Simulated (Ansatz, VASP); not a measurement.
# One calculation of Al, two programs

```
Al
1.0
    -6.06243   -6.06243    0.00000
    -6.06243    0.00000   -6.06243
     0.00000   -6.06243   -6.06243
Al
27
Direct
  0.66667 0.66667 0.66667
  0.33333 0.66667 0.66667
  0.00000 0.66667 0.66667
  0.66667 0.33333 0.66667
  0.33333 0.33333 0.66667
  0.00000 0.33333 0.66667
  0.66667 0.00000 0.66667
  0.33333 0.00000 0.66667
  0.00000 0.00000 0.66667
  0.66667 0.66667 0.33333
  0.33333 0.66667 0.33333
  0.00000 0.66667 0.33333
  0.66667 0.33333 0.33333
  0.33333 0.33333 0.33333
  0.00000 0.33333 0.33333
  0.66667 0.00000 0.33333
  0.33333 0.00000 0.33333
  0.00000 0.00000 0.33333
  0.66667 0.66667 0.00000
  0.33333 0.66667 0.00000
  0.00000 0.66667 0.00000
  0.66667 0.33333 0.00000
  0.33333 0.33333 0.00000
  0.00000 0.33333 0.00000
  0.66667 0.00000 0.00000
  0.33333 0.00000 0.00000
  0.00000 0.00000 0.00000
```

Alike in both runs: task single point; functional PBE; k mesh 4 × 4 × 4; occupations gaussian, width 0.1 eV; no spin polarisation.

```csv
,VASP,Ansatz
version,VASP 6.6.1,Ansatz 0.2.0
potentials or method,"VASP PAW PBE potentials, release 64 (Al), cutoff 520 eV","scalar-relativistic, plane waves, PAW"
valence electrons in the cell,81,81
```

Ansatz gave:

* gap on the k mesh at the Fermi level (eV): none
* pressure (GPa): 0.2

Question: Which values does VASP return?

Answer: gap on the k mesh at the Fermi level (eV): none; pressure (GPa): 0.1.

A gap of «none» marks a metal or a gap that the smearing closes. With one functional, cell and mesh, what is left measures potentials, basis and numerics.
